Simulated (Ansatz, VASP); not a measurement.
Two plane-wave programs on Zr2BeMo3

```
CELL_PARAMETERS angstrom
4.47252 0.00000 0.00000
-2.23626 3.87332 0.00000
0.00000 0.00000 7.68678
ATOMIC_POSITIONS crystal
Zr 0.00000 0.00000 0.80472
Zr 0.00000 0.00000 0.19528
Be 0.00000 0.00000 0.50000
Mo 0.33333 0.66667 0.82792
Mo 0.33333 0.66667 0.17208
Mo 0.33333 0.66667 0.50000
```

Alike in both runs: functional PBE; k mesh 5 × 5 × 2; occupations gaussian, width 0.2 eV; no spin polarisation.

Ansatz relaxed the structure, and its values are those at the end. VASP's run is a single point on that final structure, the one shown.

|  | VASP | Ansatz |
| --- | --- | --- |
| version | VASP 6.6.1 | Ansatz 0.2.0 |
| potentials or method | VASP PAW PBE potentials, release 64 (Zr_sv, Be, Mo_sv), cutoff 520 eV | scalar-relativistic, plane waves, PAW |
| valence electrons in the cell | 68 | 68 |

```csv
,VASP,Ansatz,Ansatz less VASP
gap on the k mesh at the Fermi level (eV),none,none,-
pressure (GPa),0.3,0.1,-0.21
rms of the force components (eV/Å),0.007,0.006,-0.0006
```

A gap of «none» marks a metal or a gap that the smearing closes. The functional is the same, so the differences come from potentials, cutoffs and numerics.

The k mesh is coarse, so the values compare programs but aren't converged.
